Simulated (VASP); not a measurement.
# Ge (Fddd) in VASP: a series of runs, part 2 of 2

VASP 6.6.1. Earlier steps stand in the parts before.

### Step 4. Single point, r2SCAN (strain -0.0100 x Voigt [1, -1, 0, 0, 0, 0])

POSCAR

```
Ge
1.0
    0.0000000000      2.8570577000      2.8287700000
    2.8004823000      0.0000000000      2.8287700000
    2.8004823000      2.8570577000      0.0000000000
Ge
2
Direct
    0.5000000000      0.5000000000      0.5000000000
    0.7500000000      0.7500000000      0.7500000000
```

INCAR.step1

```
SYSTEM = Ge
  ALGO = Normal
  EDIFF = 1E-4
  ENCUT = 520
  GGA = PE
  ISMEAR = 0
  LASPH = .TRUE.
  LCHARG = .FALSE.
  LREAL = .FALSE.
  LWAVE = .TRUE.
  NBANDS = 21
  NELM = 100
  PREC = Accurate
  SIGMA = 0.05
```

INCAR.step2

```
SYSTEM = Ge
  ALGO = Normal
  EDIFF = 1E-7
  ENCUT = 520
  ISIF = 2
  ISMEAR = 0
  ISTART = 1
  LASPH = .TRUE.
  LCHARG = .FALSE.
  LMIXTAU = .TRUE.
  LREAL = .FALSE.
  LWAVE = .FALSE.
  METAGGA = R2SCAN
  NBANDS = 21
  NELM = 100
  PREC = Accurate
  SIGMA = 0.05
```

KPOINTS

```
k-points
0
G
  10 10 10
  0 0 0
```

Potentials or basis: VASP PAW PBE potentials, release 64 (Ge_d).

Started as:

```console
> cat potpaw_PBE.64/Ge_d/POTCAR > POTCAR
> cp INCAR.step1 INCAR
> mpirun -np 1 vasp_std > vasp.out
> cp INCAR.step2 INCAR
> mpirun -np 1 vasp_std > vasp.out
```

OUTCAR:

```text
SYSTEM = Ge
   EDIFF = 1E-7
   ENCUT = 520
   ISIF = 2
   ISMEAR = 0
   ISTART = 1
   LASPH = .TRUE.
   LREAL = .FALSE.
   METAGGA = R2SCAN
   NELM = 100
   PREC = Accurate

 ion  position               nearest neighbor table
   1  0.500  0.500  0.500-   2 2.45   2 2.45   2 2.45   2 2.45
   2  0.750  0.750  0.750-   1 2.45   1 2.45   1 2.45   1 2.45

  LATTYP: Found a face centered orthorhombic cell.
 ALAT       =     5.6009646000
 B/A-ratio  =     1.0101010101
 C/A-ratio  =     1.0202020202

  Lattice vectors:
[... 768 lines left out ...]

  FORCE on cell =-STRESS in cart. coord.  units (eV):
  Direction    XX          YY          ZZ          XY          YZ          ZX
  --------------------------------------------------------------------------------------
  -------------------------------------------------------------------------------------
  Total        0.4331676     -0.0386973      0.2064127      0.0000000      0.0000000      0.0000000
  in kB       15.3315857     -1.3696580      7.3057965      0.0000000      0.0000000      0.0000000
  external PRESSURE =       7.0892414 kB  Pullay stress =       0.0000000 kB

 VOLUME and BASIS-vectors are now :
 -----------------------------------------------------------------------------
  energy-cutoff  :      520.00
  volume of cell :       45.27
      direct lattice vectors                 reciprocal lattice vectors
     0.000000000  2.857057700  2.828770000    -0.178540675  0.175005216  0.176755268
     2.800482300  0.000000000  2.828770000     0.178540675 -0.175005216  0.176755268
     2.800482300  2.857057700  0.000000000     0.178540675  0.175005216 -0.176755268

 POSITION                                       TOTAL-FORCE (eV/Angst)
 -----------------------------------------------------------------------------------
      2.80048      2.85706      2.82877        -0.000000     -0.000000     -0.000000
      4.20072      4.28559      4.24315         0.000000      0.000000      0.000000
 -----------------------------------------------------------------------------------
    total drift:                                0.000000     -0.000000     -0.000000

  FREE ENERGIE OF THE ION-ELECTRON SYSTEM (eV)
  ---------------------------------------------------
  free  energy   TOTEN  =       -27.7390718741 eV

  energy  without entropy=      -27.7390718723  energy(sigma->0) =      -27.73907187
```

OSZICAR.step1:

```text
N       E                     dE             d eps       ncg     rms          rms(c)
DAV:   1     0.195185276839E+03    0.19519E+03   -0.14670E+04  7996   0.365E+03
DAV:   2     0.194235956572E+02   -0.17576E+03   -0.17033E+03  7232   0.629E+02
DAV:   3    -0.814467237432E+01   -0.27568E+02   -0.27364E+02  8267   0.144E+02
DAV:   4    -0.907688391417E+01   -0.93221E+00   -0.93174E+00  8187   0.314E+01
DAV:   5    -0.909202866738E+01   -0.15145E-01   -0.15144E-01  8242   0.443E+00    0.321E+00
DAV:   6    -0.903328556692E+01    0.58743E-01   -0.22003E-02  8250   0.143E+00    0.190E+00
DAV:   7    -0.900252644869E+01    0.30759E-01   -0.48002E-02  8093   0.194E+00    0.147E-01
DAV:   8    -0.900420516431E+01   -0.16787E-02   -0.57673E-03  8152   0.904E-01    0.433E-02
DAV:   9    -0.900440667046E+01   -0.20151E-03   -0.23801E-04  6744   0.171E-01    0.140E-02
DAV:  10    -0.900442097747E+01   -0.14307E-04   -0.26965E-05  5556   0.561E-02
   1 F= -.90044210E+01 E0= -.90043935E+01  d E =-.548798E-04
```

It took 6.8 min on 1 thread of AMD EPYC 9R45 (Zen 5), shared host; peak memory 0.23 GiB.

Results:

```yaml
Free_energy: -27.7391 eV
Pressure: 0.7 GPa
Band_gap_on_the_k_mesh: 0.32 eV
```

Stress tensor (GPa, compression positive):
```
 1.53  0.00  0.00
 0.00 -0.14  0.00
 0.00  0.00  0.73
```

Levels at points of the mesh, in eV from the valence-band top:
| k point | band 10 | band 11 | band 12 | band 13 | band 14 | band 15 | band 16 | band 17 | band 18 | band 19 |
| --- | --- | --- | --- | --- | --- | --- | --- | --- | --- | --- |
| (0.00, 0.00, 0.00) | -25.30 | -13.39 | -0.16 | -0.08 | 0.00 | 0.32 | 2.58 | 2.63 | 2.69 | 6.98 |
| (0.50, 0.00, 0.00) | -25.27 | -11.19 | -7.95 | -1.65 | -1.48 | 0.36 | 3.87 | 3.97 | 7.58 | 11.10 |
| (0.50, 0.50, 0.00) | -25.26 | -9.30 | -9.30 | -3.31 | -3.31 | 0.89 | 0.89 | 10.00 | 10.00 | 12.23 |
| (0.50, 0.00, 0.50) | -25.26 | -9.35 | -9.35 | -3.24 | -3.24 | 0.98 | 0.98 | 10.01 | 10.01 | 12.22 |
| (0.00, 0.50, 0.50) | -25.27 | -9.25 | -9.25 | -3.38 | -3.38 | 0.81 | 0.81 | 10.03 | 10.03 | 12.30 |

Caveat: the cell differs from its parent crystal (strain -0.0100 x Voigt [1, -1, 0, 0, 0, 0]); the PAW data sets were made with another functional, which shifts forces and pressure a little.

### Step 5. Single point, r2SCAN (strain +0.0050 x Voigt [1, -1, 0, 0, 0, 0])

POSCAR

```
Ge
1.0
    0.0000000000      2.8146261500      2.8287700000
    2.8429138500      0.0000000000      2.8287700000
    2.8429138500      2.8146261500      0.0000000000
Ge
2
Direct
    0.5000000000      0.5000000000      0.5000000000
    0.7500000000      0.7500000000      0.7500000000
```

INCAR.step1

```
PREC = Accurate ; ENCUT = 520
ISMEAR = 0 ; SIGMA = 0.05
LREAL = F ; LASPH = T
NELM = 60 ; NBANDS = 21
GGA = PE ; ALGO = Normal
EDIFF = 1E-4 ; LWAVE = T
LCHARG = F
```

INCAR.step2

```
PREC = Accurate ; ENCUT = 520
EDIFF = 1E-6 ; ISMEAR = 0
SIGMA = 0.05 ; LREAL = F
LASPH = T ; NELM = 60
ALGO = Normal ; ISIF = 2
LWAVE = F ; LCHARG = F
METAGGA = R2SCAN ; LMIXTAU = T
NBANDS = 21 ; ISTART = 1
```

KPOINTS

```
regular mesh
0
Gamma
  10 10 10
```

Potentials or basis: VASP PAW PBE potentials, release 64 (Ge_d).

Started as:

```console
> cat potpaw_PBE.64/Ge_d/POTCAR > POTCAR
> cp INCAR.step1 INCAR
> mpirun -np 1 vasp_std > vasp.out
> cp INCAR.step2 INCAR
> mpirun -np 1 vasp_std > vasp.out
```

OUTCAR:

```text
PREC = Accurate
   ENCUT = 520
   EDIFF = 1E-6
   ISMEAR = 0
   LREAL = F
   LASPH = T
   NELM = 60
   ISIF = 2
   METAGGA = R2SCAN
   ISTART = 1

 ion  position               nearest neighbor table
   1  0.500  0.500  0.500-   2 2.45   2 2.45   2 2.45   2 2.45
   2  0.750  0.750  0.750-   1 2.45   1 2.45   1 2.45   1 2.45

  LATTYP: Found a face centered orthorhombic cell.
 ALAT       =     5.6292523000
 B/A-ratio  =     1.0050251256
 C/A-ratio  =     1.0100502513

[... 767 lines left out ...]

------------------------ aborting loop because EDIFF is reached ----------------------------------------

  FORCE on cell =-STRESS in cart. coord.  units (eV):
  Direction    XX          YY          ZZ          XY          YZ          ZX
  --------------------------------------------------------------------------------------
  -------------------------------------------------------------------------------------
  Total        0.0818883      0.3185360      0.2025441      0.0000000      0.0000000      0.0000000
  in kB        2.8981480     11.2734563      7.1683317      0.0000000      0.0000000      0.0000000
  external PRESSURE =       7.1133120 kB  Pullay stress =       0.0000000 kB

 VOLUME and BASIS-vectors are now :
 -----------------------------------------------------------------------------
  energy-cutoff  :      520.00
  volume of cell :       45.27
      direct lattice vectors                 reciprocal lattice vectors
     0.000000000  2.814626150  2.828770000    -0.175875889  0.177643486  0.176755268
     2.842913850  0.000000000  2.828770000     0.175875889 -0.177643486  0.176755268
     2.842913850  2.814626150  0.000000000     0.175875889  0.177643486 -0.176755268

 POSITION                                       TOTAL-FORCE (eV/Angst)
 -----------------------------------------------------------------------------------
      2.84291      2.81463      2.82877         0.000000     -0.000000     -0.000000
      4.26437      4.22194      4.24315        -0.000000      0.000000      0.000000
 -----------------------------------------------------------------------------------
    total drift:                                0.000000     -0.000000     -0.000000

  FREE ENERGIE OF THE ION-ELECTRON SYSTEM (eV)
  ---------------------------------------------------
  free  energy   TOTEN  =       -27.7408636538 eV

  energy  without entropy=      -27.7408636537  energy(sigma->0) =      -27.74086365
```

OUTCAR.step1:

```text
PREC = Accurate
   ENCUT = 520
   ISMEAR = 0
   LREAL = F
   LASPH = T
[... 801 lines left out ...]
 -----------------------------------------------------------------------------------
      2.84291      2.81463      2.82877         0.000000      0.000000      0.000000
      4.26437      4.22194      4.24315        -0.000000     -0.000000     -0.000000
 -----------------------------------------------------------------------------------
    total drift:                                0.000000     -0.000000     -0.000000

  FREE ENERGIE OF THE ION-ELECTRON SYSTEM (eV)
  ---------------------------------------------------
  free  energy   TOTEN  =        -9.0059780639 eV

  energy  without entropy=       -9.0059065307  energy(sigma->0) =       -9.00594230
```

OSZICAR.step1:

```text
N       E                     dE             d eps       ncg     rms          rms(c)
DAV:   1     0.194508801977E+03    0.19451E+03   -0.14720E+04  8066   0.366E+03
DAV:   2     0.189678599124E+02   -0.17554E+03   -0.16986E+03  7257   0.624E+02
DAV:   3    -0.816243221551E+01   -0.27130E+02   -0.26951E+02  8227   0.144E+02
DAV:   4    -0.907861670565E+01   -0.91618E+00   -0.91570E+00  8142   0.310E+01
DAV:   5    -0.909357153910E+01   -0.14955E-01   -0.14955E-01  8255   0.438E+00    0.321E+00
DAV:   6    -0.903483923398E+01    0.58732E-01   -0.21906E-02  8212   0.144E+00    0.190E+00
DAV:   7    -0.900408059859E+01    0.30759E-01   -0.47959E-02  8093   0.194E+00    0.147E-01
DAV:   8    -0.900575952362E+01   -0.16789E-02   -0.57544E-03  8102   0.901E-01    0.434E-02
DAV:   9    -0.900596388028E+01   -0.20436E-03   -0.24090E-04  6669   0.171E-01    0.140E-02
DAV:  10    -0.900597806385E+01   -0.14184E-04   -0.26634E-05  5526   0.554E-02
   1 F= -.90059781E+01 E0= -.90059423E+01  d E =-.715331E-04
```

Wall time 5.2 min (1 thread of AMD EPYC 9R45 (Zen 5), shared host); peak memory 0.23 GiB.

Results:

* Free energy: -27.7409 eV
* Pressure: 0.7 GPa
* Band gap on the k mesh: 0.36 eV

Levels at points of the mesh, in eV from the valence-band top:
```
           k point  band 11  band 12  band 13  band 14  band 15  band 16  band 17  band 18
(0.00, 0.00, 0.00)   -13.35    -0.08    -0.04     0.00     0.36     2.65     2.67     2.70
(0.50, 0.00, 0.00)   -11.15    -7.91    -1.57    -1.48     0.40     3.93     3.98     7.62
(0.50, 0.50, 0.00)    -9.26    -9.26    -3.27    -3.27     0.93     0.93    10.06    10.06
(0.50, 0.00, 0.50)    -9.23    -9.23    -3.30    -3.30     0.89     0.89    10.07    10.07
(0.00, 0.50, 0.50)    -9.28    -9.28    -3.23    -3.23     0.98     0.98    10.06    10.06
```

Caveat: the cell differs from its parent crystal (strain +0.0050 x Voigt [1, -1, 0, 0, 0, 0]); the PAW data sets were made with another functional, which shifts forces and pressure a little.

### Step 6. Overview

```tsv
cell	gap on the mesh (eV)	pressure (GPa)
a = 4.041, b = 3.961, c = 4.001 Å, angles 61.0, 59.0, 60.0°, 2 atoms	0.24	0.7
a = 3.971, b = 4.031, c = 4.001 Å, angles 59.3, 60.7, 60.0°, 2 atoms	0.28	0.7
a = 4.021, b = 3.981, c = 4.001 Å, angles 60.5, 59.5, 60.0°, 2 atoms	0.32	0.7
a = 3.990, b = 4.010, c = 4.001 Å, angles 59.8, 60.2, 60.0°, 2 atoms	0.36	0.7
```

Alike in all rows: task single point; level r2SCAN; potentials or basis VASP PAW PBE potentials, release 64 (Ge_d); no spin polarisation; k mesh 10 × 10 × 10; cutoff (eV) 520; smearing gaussian 0.05 eV.

Caveats: the PAW data sets were made with another functional, which shifts forces and pressure a little.

Absolute energies hang on the potentials; compare differences alone.
